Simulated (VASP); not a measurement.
# PbO2 (Fm-3m) in VASP: further runs, part 4 of 4

VASP 6.6.1. Earlier steps stand in the parts before.

### 6 Single point, PBEsol (volume scaled by 1.03)

INCAR

```
SYSTEM = PbO2
PREC = Accurate
ENCUT = 520
EDIFF = 1E-6
ISMEAR = 0
SIGMA = 0.1
LREAL = .False.
LASPH = .True.
NELM = 80
ALGO = Normal
ISIF = 2
LWAVE = .False.
LCHARG = .False.
GGA = PS
NBANDS = 20
```

KPOINTS

```
Automatic mesh
0
Gamma
  14 14 14
  0 0 0
```

POSCAR

```
PbO2
1.0
    0.0000000000      2.6906136625      2.6906136625
    2.6906136625      0.0000000000      2.6906136625
    2.6906136625      2.6906136625      0.0000000000
Pb O
1 2
Direct
    0.0000000000      0.0000000000      0.0000000000
    0.2500000000      0.2500000000      0.2500000000
    0.7500000000      0.7500000000      0.7500000000
```

Potentials or basis: VASP PAW PBE potentials, release 64 (Pb_d, O).

On the command line:

```console
$ cat potpaw_PBE.64/Pb_d/POTCAR potpaw_PBE.64/O/POTCAR > POTCAR
$ mpirun -np 1 vasp_std > vasp.out
```

OUTCAR:

```text
SYSTEM = PbO2
   PREC = Accurate
   ENCUT = 520
   EDIFF = 1E-6
   ISMEAR = 0
   LREAL = .False.
   LASPH = .True.
   NELM = 80
   ISIF = 2
   GGA = PS

 ion  position               nearest neighbor table
   1  0.000  0.000  0.000-   3 2.33   3 2.33   3 2.33   2 2.33   2 2.33   2 2.33   3 2.33   2 2.33

   2  0.250  0.250  0.250-   1 2.33   1 2.33   1 2.33   1 2.33
   3  0.750  0.750  0.750-   1 2.33   1 2.33   1 2.33   1 2.33

  LATTYP: Found a face centered cubic cell.
 ALAT       =     5.3812273250

  Lattice vectors:

 A1 = (   0.0000000000,   2.6906136625,   2.6906136625)
 A2 = (   2.6906136625,   0.0000000000,   2.6906136625)
 A3 = (   2.6906136625,   2.6906136625,   0.0000000000)

Analysis of symmetry for initial positions (statically):
=====================================================================
 Subroutine PRICEL returns:
 Original cell was already a primitive cell.

 Routine SETGRP: Setting up the symmetry group for a
 face centered cubic supercell.

 Subroutine GETGRP returns: Found 48 space group operations
 (whereof 48 operations were pure point group operations)
 out of a pool of 48 trial point group operations.

The static configuration has the point symmetry O_h .

Analysis of symmetry for dynamics (positions and initial velocities):
=====================================================================
 Subroutine PRICEL returns:
 Original cell was already a primitive cell.

 Routine SETGRP: Setting up the symmetry group for a
 face centered cubic supercell.

 Subroutine GETGRP returns: Found 48 space group operations
 (whereof 48 operations were pure point group operations)
 out of a pool of 48 trial point group operations.

The dynamic configuration has the point symmetry O_h .

 Subroutine INISYM returns: Found 48 space group operations
 (whereof 48 operations are pure point group operations),
 and found     1 'primitive' translations

----------------------------------------------------------------------------------------

                                     Primitive cell

  volume of cell :      38.9569

  direct lattice vectors                    reciprocal lattice vectors
     0.000000000  2.690613663  2.690613663    -0.185831213  0.185831213  0.185831213
     2.690613663  0.000000000  2.690613663     0.185831213 -0.185831213  0.185831213
     2.690613663  2.690613663  0.000000000     0.185831213  0.185831213 -0.185831213

  length of vectors
     3.805102333  3.805102333  3.805102333     0.321869102  0.321869102  0.321869102

  position of ions in fractional coordinates (direct lattice)
     0.000000000  0.000000000  0.000000000
     0.250000000  0.250000000  0.250000000
     0.750000000  0.750000000  0.750000000

  ion indices of the primitive-cell ions
   primitive index   ion index
                 1           1
                 2           2
                 3           3

----------------------------------------------------------------------------------------

 KPOINTS: Automatic mesh

Automatic generation of k-mesh.
 Grid dimensions read from file:
 generate k-points for:   14   14   14

 Generating k-lattice:

  Cartesian coordinates                     Fractional coordinates (reciprocal lattice)
    -0.013273658  0.013273658  0.013273658     0.071428571  0.000000000  0.000000000
     0.013273658 -0.013273658  0.013273658     0.000000000  0.071428571  0.000000000
     0.013273658  0.013273658 -0.013273658     0.000000000  0.000000000  0.071428571

  Length of vectors
     0.022990650  0.022990650  0.022990650

  Shift w.r.t. Gamma in fractional coordinates (k-lattice)
     0.000000000  0.000000000  0.000000000

 Subroutine IBZKPT returns following result:
 ===========================================

 Found    104 irreducible k-points:

 Following reciprocal coordinates:
            Coordinates               Weight
  0.000000  0.000000  0.000000      1.000000
  0.071429  0.000000  0.000000      8.000000
  0.142857  0.000000  0.000000      8.000000
  0.214286  0.000000  0.000000      8.000000
  0.285714  0.000000  0.000000      8.000000
  0.357143  0.000000  0.000000      8.000000
[... 16 lines left out ...]
  0.214286  0.142857  0.000000     24.000000
  0.285714  0.142857  0.000000     24.000000
 [... further k-points ...]
   k-points           NKPTS =    104   k-points in BZ     NKDIM =    104   number of bands    NBANDS=     20
   number of dos      NEDOS =    301   number of ions     NIONS =      3
   total plane-waves  NPLWV =  21952
   dimension x,y,z NGX =    28 NGY =   28 NGZ =   28
   dimension x,y,z NGXF=    56 NGYF=   56 NGZF=   56
   ions per type =               1   2
   NGX,Y,Z   is equivalent  to a cutoff of  12.23, 12.23, 12.23 a.u.
   NGXF,Y,Z  is equivalent  to a cutoff of  24.47, 24.47, 24.47 a.u.
 SYSTEM =  PbO2
   PREC   = accura    normal or accurate (medium, high low for compatibility)
   ISTART =      0    job   : 0-new  1-cont  2-samecut
   ICHARG =      2    charge: 1-file 2-atom 10-const
   ISPIN  =      1    spin polarized calculation?
   LNONCOLLINEAR =      F non collinear calculations
   LSORBIT =      F    spin-orbit coupling
   LASPH  =      T    aspherical Exc in radial PAW
   ENCUT  =  520.0 eV  38.22 Ry    6.18 a.u.   7.07  7.07  7.07*2*pi/ulx,y,z
   NELM   =     80;   NELMIN=  2; NELMDL= -5     # of ELM steps
   EDIFF  = 0.1E-05   stopping-criterion for ELM
   LREAL  =      F    real-space projection
   EDIFFG = 0.1E-04   stopping-criterion for IOM
   NSW    =      0    number of steps for IOM
   IBRION =     -1    ionic relax: 0-MD 1-quasi-New 2-CG
   NFREE  =      0    steps in history (QN), initial steepest desc. (CG)
   ISIF   =      2    stress and relaxation
   ISYM   =      2    0-nonsym 1-usesym 2-fastsym
   POTIM  = 0.5000    time-step for ionic-motion
   TEBEG  =    0.0;   TEEND  =   0.0 temperature during run
   PSTRESS=    0.0 pullay stress
   NELECT =      26.0000    total number of electrons
   NUPDOWN=      -1.0000    fix difference up-down
   EMIN   =  10.00;   EMAX   =-10.00  energy-range for DOS
   EFERMI =   0.00;   METHOD = LEGACY
   ISMEAR =     0;   SIGMA  =   0.10  broadening in eV -4-tet -1-fermi 0-gaus
   EFERMI_NEDOS =   21; number of points for ismear=-14 and -15
   IALGO  =     38    algorithm
   IMIX   =      4    mixing-type and parameters
     AMIX     =   0.40;   BMIX     =  1.00
     AMIX_MAG =   1.60;   BMIX_MAG =  1.00
  volume/ion in A,a.u.               =      12.99        87.63
  Fermi-wavevector in a.u.,A,eV,Ry     =   1.430665  2.703565 27.848435  2.046802
  Thomas-Fermi vector in A             =   2.550486
   LORBIT       =      0    0 simple, 1 ext, 2 COOP (PROOUT), +10 PAW based schemes
   GGA     = PS    functional components
   LHFCALC =     F    Hartree Fock is set to
   AEXX    =    0.0000 exact exchange contribution
   IVDW    =     0    specifies the selected vdW correction
   LEPSILON=     F    determine dielectric tensor
   LRPA    =     F    only Hartree local field effects (RPA)
 non-spin polarized calculation
 Gauss-broadening in eV      SIGMA  =   0.10
  energy-cutoff  :      520.00
  volume of cell :       38.96
 maximum number of plane-waves:      1067
   NGX = 15   NGY = 15   NGZ = 15

 number of electron      25.9999996 magnetization

 Free energy of the ion-electron system (eV)
  ---------------------------------------------------
  ext. energy  EPLUGINS =         0.00000000
  ---------------------------------------------------
  free energy    TOTEN  =       -16.78306010 eV

  energy without entropy =      -16.77963443  energy(sigma->0) =      -16.78134727

 E-fermi :   5.6428     XC(G=0): -11.4890

 val. band max:        5.6245283917   @ k =  -0.3571   0.5000   0.1429
 cond. band min:       5.6626573444   @ k =  -0.2857   0.5000   0.2143
 fundamental gap:      0.0381289528
 Fermi energy:         5.6428356908

 k-point     1 :       0.0000    0.0000    0.0000
  band No.  band energies     occupation
      1     -12.9217      2.00000
      2      -9.9911      2.00000
      3      -9.9911      2.00000
      4      -9.9911      2.00000
      5      -9.9583      2.00000
      6      -9.7321      2.00000
[... 12 lines left out ...]
     19      21.1123      0.00000
[... 513 lines left out ...]
      4      -9.8712      2.00000
      5      -9.7569      2.00000
      6      -9.7027      2.00000
[... 12 lines left out ...]
     19      21.1820      0.00000
     20      22.0562      0.00000

 [... further k-points ...]

------------------------ aborting loop because EDIFF is reached ----------------------------------------

  FORCE on cell =-STRESS in cart. coord.  units (eV):
  Direction    XX          YY          ZZ          XY          YZ          ZX
  --------------------------------------------------------------------------------------
  -------------------------------------------------------------------------------------
  Total       -0.9605489     -0.9605489     -0.9605489      0.0000000      0.0000000      0.0000000
  in kB      -39.5044517    -39.5044517    -39.5044517      0.0000000      0.0000000      0.0000000
  external PRESSURE =     -39.5044517 kB  Pullay stress =       0.0000000 kB

 VOLUME and BASIS-vectors are now :
 -----------------------------------------------------------------------------
  energy-cutoff  :      520.00
  volume of cell :       38.96
      direct lattice vectors                 reciprocal lattice vectors
     0.000000000  2.690613663  2.690613663    -0.185831213  0.185831213  0.185831213
     2.690613663  0.000000000  2.690613663     0.185831213 -0.185831213  0.185831213
     2.690613663  2.690613663  0.000000000     0.185831213  0.185831213 -0.185831213

 POSITION                                       TOTAL-FORCE (eV/Angst)
 -----------------------------------------------------------------------------------
      0.00000      0.00000      0.00000         0.000000     -0.000000     -0.000000
      1.34531      1.34531      1.34531        -0.000000      0.000000      0.000000
      4.03592      4.03592      4.03592         0.000000     -0.000000      0.000000
 -----------------------------------------------------------------------------------
    total drift:                                0.000000     -0.000000      0.000000

  FREE ENERGIE OF THE ION-ELECTRON SYSTEM (eV)
  ---------------------------------------------------
  free  energy   TOTEN  =       -16.7830601024 eV

  energy  without entropy=      -16.7796344336  energy(sigma->0) =      -16.78134727
```

stdout:

```text
POSCAR found type information on POSCAR PbO
 POSCAR found :  2 types and       3 ions
 scaLAPACK will be used
 -----------------------------------------------------------------------------
|                                                                             |
|                                                                             |
|     You enforced a specific xc type in the INCAR file but a different       |
|     I HOPE YOU KNOW WHAT YOU ARE DOING!                                     |
|                                                                             |
 -----------------------------------------------------------------------------

 LDA part: xc-table for (Slater+PW92), standard interpolation
 POSCAR, INCAR and KPOINTS ok, starting setup
 FFT: planning ... GRIDC
 FFT: planning ... GRID_SOFT
 FFT: planning ... GRID
 WAVECAR not read
 entering main loop
```

Run time: 32 s. Hardware: 1 thread of Intel Xeon 6975P-C (Granite Rapids), shared host; peak memory 0.2 GiB.

Results:

```yaml
Free_energy: -16.7831 eV
Pressure: -4.0 GPa
Band_gap_on_the_k_mesh: zero (band 13 reaches 5.66 eV, above the bottom of band 14 at 4.41 eV)
```

Caveat: the PAW data sets were made with another functional, which shifts forces and pressure a little; spin-orbit coupling is left out, which moves the levels of the heavy elements.

### 7 Overview

```csv
cell,gap on the mesh (eV),pressure (GPa)
"a = 3.691 Å, angles 60.0°, 3 atoms",none,11.4
"a = 3.730 Å, angles 60.0°, 3 atoms",none,5.4
"a = 3.768 Å, angles 60.0°, 3 atoms",none,0.3
"a = 3.805 Å, angles 60.0°, 3 atoms",none,-4.0
```

Alike in all rows: task single point; level PBEsol; potentials or basis VASP PAW PBE potentials, release 64 (Pb_d, O); no spin polarisation; k mesh 14 × 14 × 14; cutoff (eV) 520; smearing gaussian 0.1 eV.

Caveats: the PAW data sets were made with another functional, which shifts forces and pressure a little; spin-orbit coupling is left out, which moves the levels of the heavy elements.

Absolute energies hang on the potentials; compare differences alone.
